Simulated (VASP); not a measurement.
# Si16N (a cell with a defect) in VASP: single point with PBE+D3(BJ)

Aim: the single point of Si16N (a cell with a defect) with PBE+D3(BJ).

Program: VASP 6.6.1. These are calculated values, not measurements. Logs are shortened: lines on timing, memory, paths and dates and some standing lists are left out, and cuts for length are marked.

## Step 1: The cell of the first run

The cell holds a defect, 17 atoms: a = 7.679 Å, b = 7.679 Å, c = 7.679 Å, α = 60.00°, β = 60.00°, γ = 60.00°.

## Step 2: Single point, PBE+D3(BJ), collinear spin, ferromagnetic start

Contents of INCAR:

```
SYSTEM = Si16N
  PREC = Accurate
  ENCUT = 520
  EDIFF = 1E-6
  ISMEAR = 0
  SIGMA = 0.05
  LREAL = Auto
  LASPH = .True.
  NELM = 150
  ALGO = Normal
  ISIF = 2
  LWAVE = .False.
  LCHARG = .False.
  ISPIN = 2
  MAGMOM = 0 0 0 0 0 0 0 0 0 0 0 0 0 0 0 0 1
  LORBIT = 11
  GGA = PE
  IVDW = 12
  NBANDS = 52
```

Contents of KPOINTS:

```
regular mesh
0
Gamma
  2 2 2
  0 0 0
```

Contents of POSCAR:

```
Si16N
1.0
    0.0000000000      5.4300000000      5.4300000000
    5.4300000000      0.0000000000      5.4300000000
    5.4300000000      5.4300000000      0.0000000000
Si N
16 1
Direct
   -0.0033218231      0.0193907490     -0.0356308238
    0.1265241199      0.0692129182      0.1522152683
   -0.0033269891      0.0193685616      0.5197461913
    0.1718102730      0.1092055656      0.6095478626
    0.0265990503      0.4909444108     -0.0085683358
    0.1265281544      0.6518565294      0.1522204796
   -0.0033309072      0.4640025655      0.5197539731
    0.1265845922      0.6518309675      0.5695386424
    0.5005713518     -0.0075357521      0.0035437856
    0.6259992965      0.1305732718      0.1127105300
    0.5461059295     -0.0155693850      0.4847933069
    0.6260212274      0.1305591218      0.6308329591
    0.5006035182      0.5032798919      0.0035823776
    0.6475242098      0.6173778386      0.1176709936
    0.5005710672      0.5032509104      0.4927440811
    0.6260124407      0.6123451741      0.6308847805
    0.1047739886      0.7982639609      0.2985544278
```

Potentials or basis: VASP PAW PBE potentials, release 64 (Si, N).

Started as:

```
$ cat potpaw_PBE.64/Si/POTCAR potpaw_PBE.64/N/POTCAR > POTCAR
$ mpirun -np 1 vasp_std > vasp.out
```

OUTCAR:

```text
SYSTEM = Si16N
   PREC = Accurate
   ENCUT = 520
   EDIFF = 1E-6
   ISMEAR = 0
   LREAL = Auto
   LASPH = .True.
   NELM = 150
   ISIF = 2
   ISPIN = 2
   LORBIT = 11
   GGA = PE
   IVDW = 12
 IVDW          = 12

 ion  position               nearest neighbor table
   1  0.997  0.019  0.964-   4 2.26  10 2.33   2 2.36   6 2.37
   2  0.127  0.069  0.152-  17 1.86   1 2.36   3 2.37   9 2.37   5 2.66
   3  0.997  0.019  0.520-   4 2.26  12 2.33   2 2.37   8 2.37
   4  0.172  0.109  0.610-   3 2.26   7 2.26   1 2.26  11 2.35
   5  0.027  0.491  0.991-  14 2.38   6 2.66   2 2.66   8 2.66
   6  0.127  0.652  0.152-  17 1.86   1 2.37   7 2.37  13 2.37   5 2.66
   7  0.997  0.464  0.520-   4 2.26  16 2.33   8 2.37   6 2.37
   8  0.127  0.652  0.570-  17 1.86   7 2.37   3 2.37  15 2.37   5 2.66
   9  0.501  0.992  0.004-  10 2.34  12 2.34  14 2.36   2 2.37
  10  0.626  0.131  0.113-   1 2.33   9 2.34  13 2.34  11 2.35
  11  0.546  0.984  0.485-   4 2.35  12 2.35  10 2.35  16 2.35
  12  0.626  0.131  0.631-   3 2.33  15 2.34   9 2.34  11 2.35
  13  0.501  0.503  0.004-  16 2.34  10 2.34  14 2.36   6 2.37
  14  0.648  0.617  0.118-  15 2.36   9 2.36  13 2.36   5 2.38
  15  0.501  0.503  0.493-  16 2.34  12 2.34  14 2.36   8 2.37
  16  0.626  0.612  0.631-   7 2.33  15 2.34  13 2.34  11 2.35
  17  0.105  0.798  0.299-   2 1.86   6 1.86   8 1.86

  LATTYP: Found a face centered cubic cell.
 ALAT       =    10.8600000000

  Lattice vectors:

 A1 = (   0.0000000000,   5.4300000000,   5.4300000000)
 A2 = (   5.4300000000,   0.0000000000,   5.4300000000)
 A3 = (   5.4300000000,   5.4300000000,   0.0000000000)

Analysis of symmetry for initial positions (statically):
=====================================================================
 Subroutine PRICEL returns:
 Original cell was already a primitive cell.

 Routine SETGRP: Setting up the symmetry group for a
 face centered cubic supercell.

 Subroutine GETGRP returns: Found  1 space group operations
 (whereof  1 operations were pure point group operations)
 out of a pool of 48 trial point group operations.

The static configuration has the point symmetry C_1 .

Analysis of symmetry for dynamics (positions and initial velocities):
=====================================================================
 Subroutine PRICEL returns:
 Original cell was already a primitive cell.

 Routine SETGRP: Setting up the symmetry group for a
 face centered cubic supercell.

 Subroutine GETGRP returns: Found  1 space group operations
 (whereof  1 operations were pure point group operations)
 out of a pool of 48 trial point group operations.

The dynamic configuration has the point symmetry C_1 .

Analysis of structural, dynamic, and magnetic symmetry:
=====================================================================
 Subroutine PRICEL returns:
 Original cell was already a primitive cell.

 Routine SETGRP: Setting up the symmetry group for a
 face centered cubic supercell.

 Subroutine GETGRP returns: Found  1 space group operations
 (whereof  1 operations were pure point group operations)
 out of a pool of 48 trial point group operations.

The overall configuration has the point symmetry C_1 .

 Subroutine INISYM returns: Found  1 space group operations
 (whereof  1 operations are pure point group operations),
 and found     1 'primitive' translations

----------------------------------------------------------------------------------------

                                     Primitive cell

  volume of cell :     320.2060

  direct lattice vectors                    reciprocal lattice vectors
     0.000000000  5.430000000  5.430000000    -0.092081031  0.092081031  0.092081031
     5.430000000  0.000000000  5.430000000     0.092081031 -0.092081031  0.092081031
     5.430000000  5.430000000  0.000000000     0.092081031  0.092081031 -0.092081031

  length of vectors
     7.679179644  7.679179644  7.679179644     0.159489025  0.159489025  0.159489025

  position of ions in fractional coordinates (direct lattice)
     0.996678177  0.019390749  0.964369176
     0.126524120  0.069212918  0.152215268
     0.996673011  0.019368562  0.519746191
     0.171810273  0.109205566  0.609547863
     0.026599050  0.490944411  0.991431664
     0.126528154  0.651856529  0.152220480
[... 9 lines left out ...]
     0.626012441  0.612345174  0.630884780
     0.104773989  0.798263961  0.298554428

  ion indices of the primitive-cell ions
   primitive index   ion index
                 1           1
                 2           2
                 3           3
                 4           4
                 5           5
                 6           6
[... 9 lines left out ...]
                16          16
                17          17

----------------------------------------------------------------------------------------

 KPOINTS: regular mesh

Automatic generation of k-mesh.
 Grid dimensions read from file:
 generate k-points for:    2    2    2

 Generating k-lattice:

  Cartesian coordinates                     Fractional coordinates (reciprocal lattice)
    -0.046040516  0.046040516  0.046040516     0.500000000  0.000000000  0.000000000
     0.046040516 -0.046040516  0.046040516     0.000000000  0.500000000  0.000000000
     0.046040516  0.046040516 -0.046040516     0.000000000  0.000000000  0.500000000

  Length of vectors
     0.079744512  0.079744512  0.079744512

  Shift w.r.t. Gamma in fractional coordinates (k-lattice)
     0.000000000  0.000000000  0.000000000

 Subroutine IBZKPT returns following result:
 ===========================================

 Found      8 irreducible k-points:

 Following reciprocal coordinates:
            Coordinates               Weight
  0.000000  0.000000  0.000000      1.000000
  0.500000  0.000000  0.000000      1.000000
  0.000000  0.500000  0.000000      1.000000
  0.000000  0.000000  0.500000      1.000000
  0.500000  0.500000  0.500000      1.000000
  0.500000  0.500000  0.000000      1.000000
  0.000000  0.500000  0.500000      1.000000
  0.500000  0.000000  0.500000      1.000000
   k-points           NKPTS =      8   k-points in BZ     NKDIM =      8   number of bands    NBANDS=     52
   number of dos      NEDOS =    301   number of ions     NIONS =     17
   total plane-waves  NPLWV = 216000
   dimension x,y,z NGX =    60 NGY =   60 NGZ =   60
   dimension x,y,z NGXF=   120 NGYF=  120 NGZF=  120
   ions per type =              16   1
   NGX,Y,Z   is equivalent  to a cutoff of  12.99, 12.99, 12.99 a.u.
   NGXF,Y,Z  is equivalent  to a cutoff of  25.98, 25.98, 25.98 a.u.
 SYSTEM =  Si16N
   PREC   = accura    normal or accurate (medium, high low for compatibility)
   ISTART =      0    job   : 0-new  1-cont  2-samecut
   ICHARG =      2    charge: 1-file 2-atom 10-const
   ISPIN  =      2    spin polarized calculation?
   LNONCOLLINEAR =      F non collinear calculations
   LSORBIT =      F    spin-orbit coupling
   LASPH  =      T    aspherical Exc in radial PAW
   ENCUT  =  520.0 eV  38.22 Ry    6.18 a.u.  14.28 14.28 14.28*2*pi/ulx,y,z
   NELM   =    150;   NELMIN=  2; NELMDL= -5     # of ELM steps
   EDIFF  = 0.1E-05   stopping-criterion for ELM
   LREAL  =      T    real-space projection
   EDIFFG = 0.1E-04   stopping-criterion for IOM
   NSW    =      0    number of steps for IOM
   IBRION =     -1    ionic relax: 0-MD 1-quasi-New 2-CG
   NFREE  =      0    steps in history (QN), initial steepest desc. (CG)
   ISIF   =      2    stress and relaxation
   ISYM   =      2    0-nonsym 1-usesym 2-fastsym
   POTIM  = 0.5000    time-step for ionic-motion
   TEBEG  =    0.0;   TEEND  =   0.0 temperature during run
   PSTRESS=    0.0 pullay stress
   NELECT =      69.0000    total number of electrons
   NUPDOWN=      -1.0000    fix difference up-down
   EMIN   =  10.00;   EMAX   =-10.00  energy-range for DOS
   EFERMI =   0.00;   METHOD = LEGACY
   ISMEAR =     0;   SIGMA  =   0.05  broadening in eV -4-tet -1-fermi 0-gaus
   EFERMI_NEDOS =   21; number of points for ismear=-14 and -15
   IALGO  =     38    algorithm
   IMIX   =      4    mixing-type and parameters
     AMIX     =   0.40;   BMIX     =  1.00
     AMIX_MAG =   1.60;   BMIX_MAG =  1.00
  volume/ion in A,a.u.               =      18.84       127.11
  Fermi-wavevector in a.u.,A,eV,Ry     =   0.981480  1.854728 13.106528  0.963303
  Thomas-Fermi vector in A             =   2.112490
   LORBIT       =     11    0 simple, 1 ext, 2 COOP (PROOUT), +10 PAW based schemes
   GGA     = PE    functional components
   LHFCALC =     F    Hartree Fock is set to
   AEXX    =    0.0000 exact exchange contribution
   IVDW    =    12    specifies the selected vdW correction
   LEPSILON=     F    determine dielectric tensor
   LRPA    =     F    only Hartree local field effects (RPA)
 spin polarized calculation
 Gauss-broadening in eV      SIGMA  =   0.05
  energy-cutoff  :      520.00
  volume of cell :      320.21
 maximum number of plane-waves:      8646
 NGX is ok and might be reduce to    60
   NGX = 29   NGY = 29   NGZ = 29

 number of electron      69.0000000 magnetization       0.0090773

 Free energy of the ion-electron system (eV)
  ---------------------------------------------------
  ext. energy  EPLUGINS =         0.00000000
  ---------------------------------------------------
  free energy    TOTEN  =       -91.12389601 eV

  energy without entropy =      -91.11424176  energy(sigma->0) =      -91.11906888

 E-fermi :   5.8053     XC(G=0):  -9.5659

 val. band max:        5.7913137188   @ k =   0.0000   0.0000   0.5000
 cond. band min:       6.2409260352   @ k =   0.0000   0.0000   0.0000
 fundamental gap:      0.4496123164
 Fermi energy:         5.8053393777

 spin component 1

 k-point     1 :       0.0000    0.0000    0.0000
  band No.  band energies     occupation
      1      -9.9995      1.00000
      2      -5.5929      1.00000
      3      -4.1003      1.00000
      4      -4.1002      1.00000
      5      -3.8042      1.00000
      6      -3.0494      1.00000
[... 38 lines left out ...]
     45       7.8256      0.00000
     46       8.6100      0.00000
[... 301 lines left out ...]
      5      -4.1774      1.00000
      6      -3.7258      1.00000
[... 38 lines left out ...]
     45      10.0726      0.00000
     46      10.3235      0.00000
 Fermi energy:         5.8053393777

 spin component 2

 k-point     1 :       0.0000    0.0000    0.0000
  band No.  band energies     occupation
      1      -9.9983      1.00000
      2      -5.5924      1.00000
      3      -4.0996      1.00000
      4      -4.0995      1.00000
      5      -3.8038      1.00000
      6      -3.0489      1.00000
[... 38 lines left out ...]
     45       7.8260      0.00000
     46       8.6107      0.00000
[... 301 lines left out ...]
      5      -4.1768      1.00000
      6      -3.7253      1.00000
[... 38 lines left out ...]
     45      10.0730      0.00000
     46      10.3240      0.00000
 [bands above 46 left out]

------------------------ aborting loop because EDIFF is reached ----------------------------------------

 Edisp (eV)   -5.37726

 E8    (eV) :    -2.2062

  FORCE on cell =-STRESS in cart. coord.  units (eV):
  Direction    XX          YY          ZZ          XY          YZ          ZX
  --------------------------------------------------------------------------------------
  -------------------------------------------------------------------------------------
  Total       1.91615     1.91158     1.91766     0.45787    -0.45717     0.45776
  in kB       9.58763     9.56473     9.59516     2.29099    -2.28747     2.29044
  external pressure =        9.58 kB  Pullay stress =        0.00 kB

 VOLUME and BASIS-vectors are now :
 -----------------------------------------------------------------------------
  energy-cutoff  :      520.00
  volume of cell :      320.21
      direct lattice vectors                 reciprocal lattice vectors
     0.000000000  5.430000000  5.430000000    -0.092081031  0.092081031  0.092081031
     5.430000000  0.000000000  5.430000000     0.092081031 -0.092081031  0.092081031
     5.430000000  5.430000000  0.000000000     0.092081031  0.092081031 -0.092081031

 POSITION                                       TOTAL-FORCE (eV/Angst)
 -----------------------------------------------------------------------------------
      5.34182     10.64849      5.51725         0.000296      0.002735     -0.001097
      1.20236      1.51355      1.06285        -0.002538      0.002933      0.008106
      2.92739      8.23416      5.51711        -0.005052     -0.000038     -0.002756
      3.90283      4.24277      1.52592         0.006536     -0.003667     -0.005895
      8.04930      5.52791      2.81026         0.006792     -0.011938     -0.007506
      4.36614      1.51361      4.22663        -0.006285      0.003501      0.003791
[... 9 lines left out ...]
      6.75074      6.82495      6.72428        -0.000638      0.003493      0.002134
      5.95572      2.19007      4.90350         0.002843      0.000271     -0.005054
 -----------------------------------------------------------------------------------
    total drift:                                0.004022     -0.003252     -0.003977

  FREE ENERGIE OF THE ION-ELECTRON SYSTEM (eV)
  ---------------------------------------------------
  free  energy   TOTEN  =       -96.5011567431 eV

  energy  without entropy=      -96.4915024917  energy(sigma->0) =      -96.49632962

 total charge

# of ion       s       p       d       tot
------------------------------------------
    1        0.777   0.922   0.000   1.699
    2        0.735   0.912   0.000   1.647
    3        0.777   0.922   0.000   1.699
    4        0.751   1.014   0.000   1.766
    5        0.844   0.736   0.000   1.580
    6        0.735   0.912   0.000   1.647
[... 9 lines left out ...]
   16        0.741   0.957   0.000   1.698
   17        1.292   2.454   0.000   3.746
--------------------------------------------------
tot         13.389  17.303   0.000  30.692

 magnetization (x)

# of ion       s       p       d       tot
------------------------------------------
    1        0.000   0.000   0.000   0.000
    2        0.000   0.000   0.000   0.000
    3        0.000   0.000   0.000   0.000
    4        0.000   0.000   0.000   0.000
    5        0.000   0.000   0.000   0.000
    6        0.000   0.000   0.000   0.000
[... 9 lines left out ...]
   16        0.000   0.000   0.000   0.000
   17        0.000   0.001   0.000   0.001
--------------------------------------------------
tot          0.000   0.003   0.000   0.003
```

It took 16 min on 1 thread of Oxide Virtual Turin-like, shared host; peak memory 0.68 GiB.

What came out:

| Item | Value |
| --- | --- |
| Free energy | -96.5012 eV |
| Pressure | 1.0 GPa |
| Largest force | 0.016 eV/Å |
| Net moment | 0.01 μB per cell |
| Valence electrons inside the program's atomic spheres | Si 1.70, 1.65, 1.77, 1.58, 1.69; N 3.75 |
| Dispersion energy per atom | -0.316 eV |

Forces in eV/Å, atoms in the order of the input:
```
Si   0.000  0.003 -0.001
Si  -0.003  0.003  0.008
Si  -0.005  0.000 -0.003
Si   0.007 -0.004 -0.006
Si   0.007 -0.012 -0.008
Si  -0.006  0.004  0.004
Si   0.001  0.000  0.004
Si  -0.001  0.002  0.001
Si   0.001 -0.001  0.001
Si  -0.002  0.001  0.003
Si   0.003 -0.004 -0.002
Si  -0.001  0.004  0.001
Si  -0.001 -0.001 -0.001
Si  -0.003  0.001  0.001
Si   0.000  0.001  0.000
Si  -0.001  0.003  0.002
N    0.003  0.000 -0.005
```

Stress tensor (GPa, compression positive):
```
 0.96  0.23  0.23
 0.23  0.96 -0.23
 0.23 -0.23  0.96
```

Caveat: the k points lie up to 0.50 Å⁻¹ apart.
